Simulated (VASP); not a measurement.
Input of a VASP 6.6.1 run:

INCAR

```
PREC = Accurate ; ENCUT = 600
EDIFF = 1E-6 ; ISMEAR = 0
SIGMA = 0.1 ; LREAL = False
LASPH = True ; NELM = 80
ALGO = Normal ; ISIF = 3
LWAVE = False ; LCHARG = False
GGA = PE ; IBRION = 2
NSW = 90 ; EDIFFG = -0.04
```

The input KPOINTS:

```
regular mesh
0
Gamma
  6 6 4
```

File POSCAR:

```
Ca2Pd
1.0
    4.1383289095      0.0000000000      0.0000000000
   -2.0691644548      3.5838979649      0.0000000000
    0.0000000000      0.0000000000      4.4682953342
Ca Pd
2 1
Direct
    0.3333333333      0.6666666667      0.5000000000
    0.6666666667      0.3333333333      0.5000000000
    0.0000000000      0.0000000000      0.0000000000
```

Potentials or basis: VASP PAW PBE potentials, release 64 (Ca_sv, Pd).

Run with:

```console
$ cat potpaw_PBE.64/Ca_sv/POTCAR potpaw_PBE.64/Pd/POTCAR > POTCAR
$ mpirun -np 1 vasp_std > vasp.out
```

**Question.** What does it give for the band gap on the k mesh?

**Answer.** Zero (bands 15 and 16 overlap by 2.57 eV).

**Question.** Estimate the relaxed cell.

**Answer.** a = 5.190 Å, b = 5.190 Å, c = 3.213 Å, α = 90.00°, β = 90.00°, γ = 120.00°.

**Question.** What does it give for the space group after relaxing (to 0.1 Å)?

**Answer.** P6/mmm (No. 191).

The path:
```
step  energy change (eV)  largest force (eV/Å)  pressure (GPa)  volume (Å³)
   1              0.0000                0.0000            7.00        66.27
   2             -2.1880                0.0000            0.94        74.69
   3             -2.5120                0.0000           -2.53        84.90
   4             -3.0285                0.0000           -2.06        81.99
   5             -3.0273                0.0000           -1.97        81.73
   6             -3.0231                0.0000           -1.88        81.25
   7             -2.8512                0.0000           -1.15        78.31
   8             -3.0208                0.0000           -1.90        81.05
   9             -3.0156                0.0000           -1.92        80.70
  10             -3.0570                0.0000           -0.34        76.45
  11             -3.0600                0.0000            0.17        75.13
  12             -3.0601                0.0000            0.26        74.90
  13             -3.0638                0.0000            0.18        75.18
  14             -3.0769                0.0000           -0.20        76.01
  15             -3.0706                0.0000           -1.09        77.53
  16             -3.0823                0.0000           -0.55        76.54
  17             -3.0827                0.0000           -0.65        76.70
  18             -3.0840                0.0000           -0.60        76.44
  19             -3.0843                0.0000           -0.57        76.30
  20             -3.0857                0.0000           -0.38        75.86
  21             -3.0867                0.0000            0.04        74.94
```

Caveat: a cell axis changed by over 15 % at a fixed basis, so the end point is rough.
